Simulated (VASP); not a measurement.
Input of a VASP 6.6.1 run:

File INCAR:

```
SYSTEM = C
PREC = Accurate
ENCUT = 520
EDIFF = 1E-7
ISMEAR = 0
SIGMA = 0.05
LREAL = Auto
LASPH = .TRUE.
NELM = 100
ALGO = Normal
ISIF = 2
LWAVE = .FALSE.
LCHARG = .FALSE.
LDIPOL = .TRUE.
IDIPOL = 3
DIPOL = 0.5 0.5 0.500
GGA = PE
NBANDS = 51
```

Contents of KPOINTS:

```
regular mesh
0
G
  12 12 1
  0 0 0
```

POSCAR

```
C
1.0
    7.3830000000      0.0000000000      0.0000000000
    3.6915000000      6.3938655561      0.0000000000
    0.0000000000      0.0000000000     16.0000000000
C
18
Direct
    0.0000000000      0.0000000000      0.5000000000
    0.0000000000      0.3333333333      0.5000000000
    0.0000000000      0.6666666667      0.5000000000
    0.3333333333      0.0000000000      0.5000000000
    0.3333333333      0.3333333333      0.5000000000
    0.3333333333      0.6666666667      0.5000000000
    0.6666666667      0.0000000000      0.5000000000
    0.6666666667      0.3333333333      0.5000000000
    0.6666666667      0.6666666667      0.5000000000
    0.1111111111      0.1111111111      0.5000000000
    0.1111111111      0.4444444444      0.5000000000
    0.1111111111      0.7777777778      0.5000000000
    0.4444444444      0.1111111111      0.5000000000
    0.4444444444      0.4444444444      0.5000000000
    0.4444444444      0.7777777778      0.5000000000
    0.7777777778      0.1111111111      0.5000000000
    0.7777777778      0.4444444444      0.5000000000
    0.7777777778      0.7777777778      0.5000000000
```

Potentials or basis: VASP PAW PBE potentials, release 64 (C).

Launch:

```console
$ cat potpaw_PBE.64/C/POTCAR > POTCAR
$ mpirun -np 1 vasp_std > vasp.out
```

Question: Predict the band gap on the k mesh.

Answer: Zero (filled and empty bands touch).
